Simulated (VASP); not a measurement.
# CaB2 (P6/mmm) in VASP: further runs

Runs on CaB2. Level: PBE. Tasks: single point.

Program: VASP 6.6.1. These are calculated values, not measurements. Logs are shortened: lines on timing, memory, paths and dates and some standing lists are left out, and cuts for length are marked.

**1. The cell of the first run**

Symmetry: P6/mmm, No. 191, hexagonal system. Conventional cell: a = 3.130 Å, b = 3.130 Å, c = 4.323 Å, α = 90.00°, β = 90.00°, γ = 120.00°. Within 3.7 Å of Ca (site symmetry 6/mmm) lie 12 B at 2.82 Å and 6 Ca at 3.13 Å. Within 2.4 Å of B (site symmetry -6m2) lie 3 B at 1.81 Å.

**2. Single point, PBE**

Contents of INCAR:

```
PREC = Accurate
ENCUT = 520
EDIFF = 1E-7
ISMEAR = 1
SIGMA = 0.05
LREAL = F
LASPH = T
NELM = 100
ALGO = Normal
ISIF = 2
LWAVE = F
LCHARG = F
GGA = PE
NBANDS = 15
```

Contents of KPOINTS:

```
regular mesh
0
Gamma
  12 12 9
```

Contents of POSCAR:

```
CaB2
1.0
    3.1296373716      0.0000000000      0.0000000000
   -1.5648186858      2.7103454723      0.0000000000
    0.0000000000      0.0000000000      4.3228738442
Ca B
1 2
Direct
    0.0000000000      0.0000000000      0.0000000000
    0.3333333333      0.6666666667      0.5000000000
    0.6666666667      0.3333333333      0.5000000000
```

Potentials or basis: VASP PAW PBE potentials, release 64 (Ca_sv, B).

Command:

```
cat potpaw_PBE.64/Ca_sv/POTCAR potpaw_PBE.64/B/POTCAR > POTCAR
mpirun -np 1 vasp_std > vasp.out
```

OUTCAR:

```text
PREC = Accurate
   ENCUT = 520
   EDIFF = 1E-7
   ISMEAR = 1
   LREAL = F
   LASPH = T
   NELM = 100
   ISIF = 2
   GGA = PE

 ion  position               nearest neighbor table
   1  0.000  0.000  0.000-
   2  0.333  0.667  0.500-   3 1.81   3 1.81   3 1.81
   3  0.667  0.333  0.500-   2 1.81   2 1.81   2 1.81

  LATTYP: Found a hexagonal cell.
 ALAT       =     3.1296373716
 C/A-ratio  =     1.3812698824

  Lattice vectors:

 A1 = (   3.1296373716,   0.0000000000,   0.0000000000)
 A2 = (  -1.5648186858,   2.7103454723,   0.0000000000)
 A3 = (   0.0000000000,   0.0000000000,   4.3228738442)

Analysis of symmetry for initial positions (statically):
=====================================================================
 Subroutine PRICEL returns:
 Original cell was already a primitive cell.

 Routine SETGRP: Setting up the symmetry group for a
 hexagonal supercell.

 Subroutine GETGRP returns: Found 24 space group operations
 (whereof 24 operations were pure point group operations)
 out of a pool of 24 trial point group operations.

The static configuration has the point symmetry D_6h.

Analysis of symmetry for dynamics (positions and initial velocities):
=====================================================================
 Subroutine PRICEL returns:
 Original cell was already a primitive cell.

 Routine SETGRP: Setting up the symmetry group for a
 hexagonal supercell.

 Subroutine GETGRP returns: Found 24 space group operations
 (whereof 24 operations were pure point group operations)
 out of a pool of 24 trial point group operations.

The dynamic configuration has the point symmetry D_6h.

 Subroutine INISYM returns: Found 24 space group operations
 (whereof 24 operations are pure point group operations),
 and found     1 'primitive' translations

----------------------------------------------------------------------------------------

                                     Primitive cell

  volume of cell :      36.6683

  direct lattice vectors                    reciprocal lattice vectors
     3.129637372  0.000000000  0.000000000     0.319525837  0.184478328  0.000000000
    -1.564818686  2.710345472  0.000000000     0.000000000  0.368956655  0.000000000
     0.000000000  0.000000000  4.322873844     0.000000000  0.000000000  0.231327593

  length of vectors
[... 94 lines left out ...]
   PSTRESS=    0.0 pullay stress
   NELECT =      16.0000    total number of electrons
   NUPDOWN=      -1.0000    fix difference up-down
   EMIN   =  10.00;   EMAX   =-10.00  energy-range for DOS
   EFERMI =   0.00;   METHOD = LEGACY
   ISMEAR =     1;   SIGMA  =   0.05  broadening in eV -4-tet -1-fermi 0-gaus
   EFERMI_NEDOS =   21; number of points for ismear=-14 and -15
   IALGO  =     38    algorithm
   IMIX   =      4    mixing-type and parameters
     AMIX     =   0.40;   BMIX     =  1.00
     AMIX_MAG =   1.60;   BMIX_MAG =  1.00
  volume/ion in A,a.u.               =      12.22        82.48
  Fermi-wavevector in a.u.,A,eV,Ry     =   1.241703  2.346479 20.977823  1.541826
  Thomas-Fermi vector in A             =   2.376089
   LORBIT       =      0    0 simple, 1 ext, 2 COOP (PROOUT), +10 PAW based schemes
   GGA     = PE    functional components
   LHFCALC =     F    Hartree Fock is set to
   AEXX    =    0.0000 exact exchange contribution
   IVDW    =     0    specifies the selected vdW correction
   LEPSILON=     F    determine dielectric tensor
   LRPA    =     F    only Hartree local field effects (RPA)
 non-spin polarized calculation
 Methfessel and Paxton  Order N= 1 SIGMA  =   0.05
  energy-cutoff  :      520.00
  volume of cell :       36.67
 maximum number of plane-waves:       997
 NGX is ok and might be reduce to    24
   NGX = 11   NGY = 11   NGZ = 17

 number of electron      15.9999997 magnetization

 Free energy of the ion-electron system (eV)
  ---------------------------------------------------
  ext. energy  EPLUGINS =         0.00000000
  ---------------------------------------------------
  free energy    TOTEN  =       -15.59965988 eV

  energy without entropy =      -15.59915234  energy(sigma->0) =      -15.59949070

 E-fermi :   4.9254     XC(G=0): -10.7980

 val. band max:        4.9251359344   @ k =   0.1667  -0.0000   0.4444
 cond. band min:       4.9305562057   @ k =   0.1667  -0.0000   0.3333
 fundamental gap:      0.0054202713
 Fermi energy:         4.9254470621

 k-point     1 :       0.0000    0.0000    0.0000
  band No.  band energies     occupation
      1     -35.3850      2.00000
      2     -16.3371      2.00000
      3     -16.0780      2.00000
      4     -16.0780      2.00000
      5      -5.8642      2.00000
      6       2.3511      2.00000
      7       4.5338      2.00000
      8       5.5028     -0.00000
      9       5.5028     -0.00000
     10       9.5321      0.00000
     11       9.5321      0.00000
     12      10.9394      0.00000
     13      10.9394      0.00000
     14      12.4154      0.00000
[... 401 lines left out ...]
      2     -16.7906      2.00000
      3     -16.2316      2.00000
      4     -16.1979      2.00000
      5      -3.9780      2.00000
      6       0.8337      2.00000
      7       2.7701      2.00000
      8       3.9995      2.00000
      9       5.7350     -0.00000
     10       8.5314      0.00000
     11       9.3459      0.00000
     12      10.2419      0.00000
     13      11.1711      0.00000
     14      11.4974      0.00000
     15      12.5800      0.00000

 [... further k-points ...]

------------------------ aborting loop because EDIFF is reached ----------------------------------------

  FORCE on cell =-STRESS in cart. coord.  units (eV):
  Direction    XX          YY          ZZ          XY          YZ          ZX
  --------------------------------------------------------------------------------------
  -------------------------------------------------------------------------------------
  Total        1.7635446      1.7635446     -2.8907790      0.0000000     -0.0000000      0.0000000
  in kB       77.0558836     77.0558838   -126.3089848      0.0000000     -0.0000000      0.0000000
  external PRESSURE =       9.2675942 kB  Pullay stress =       0.0000000 kB

 VOLUME and BASIS-vectors are now :
 -----------------------------------------------------------------------------
  energy-cutoff  :      520.00
  volume of cell :       36.67
      direct lattice vectors                 reciprocal lattice vectors
     3.129637372  0.000000000  0.000000000     0.319525837  0.184478328  0.000000000
    -1.564818686  2.710345472  0.000000000     0.000000000  0.368956655  0.000000000
     0.000000000  0.000000000  4.322873844     0.000000000  0.000000000  0.231327593

 POSITION                                       TOTAL-FORCE (eV/Angst)
 -----------------------------------------------------------------------------------
      0.00000      0.00000      0.00000         0.000000      0.000000      0.000000
     -0.00000      1.80690      2.16144         0.000000      0.000000      0.000000
      1.56482      0.90345      2.16144        -0.000000     -0.000000     -0.000000
 -----------------------------------------------------------------------------------
    total drift:                               -0.000000      0.000000      0.000000

  FREE ENERGIE OF THE ION-ELECTRON SYSTEM (eV)
  ---------------------------------------------------
  free  energy   TOTEN  =       -15.5996598814 eV

  energy  without entropy=      -15.5991523391  energy(sigma->0) =      -15.59949070
```

stdout:

```text
POSCAR found type information on POSCAR CaB
 POSCAR found :  2 types and       3 ions
 scaLAPACK will be used
 LDA part: xc-table for (Slater+PW92), standard interpolation
 POSCAR, INCAR and KPOINTS ok, starting setup
 FFT: planning ... GRIDC
 FFT: planning ... GRID_SOFT
 FFT: planning ... GRID
 WAVECAR not read
 entering main loop
```

It took 23 s on 1 thread of Intel Xeon Platinum 8559C (Emerald Rapids), shared host; peak memory 0.18 GiB.

Results:

```
Free energy            : -15.5997 eV
Pressure               : 0.9 GPa
Band gap on the k mesh : zero (band 8 reaches 5.91 eV, above the bottom of band 9 at 4.06 eV)
```

Levels at points of the mesh, in eV from the Fermi level:
| k point | band 6 | band 7 | band 8 | band 9 | band 10 | band 11 |
| --- | --- | --- | --- | --- | --- | --- |
| (0.00, 0.00, 0.00) | -2.57 | -0.39 | 0.58 | 0.58 | 4.61 | 4.61 |
| (0.50, 0.00, 0.00) | -6.56 | -1.86 | -1.26 | 0.58 | 2.84 | 5.00 |

(Continued in part 2 of 2.)
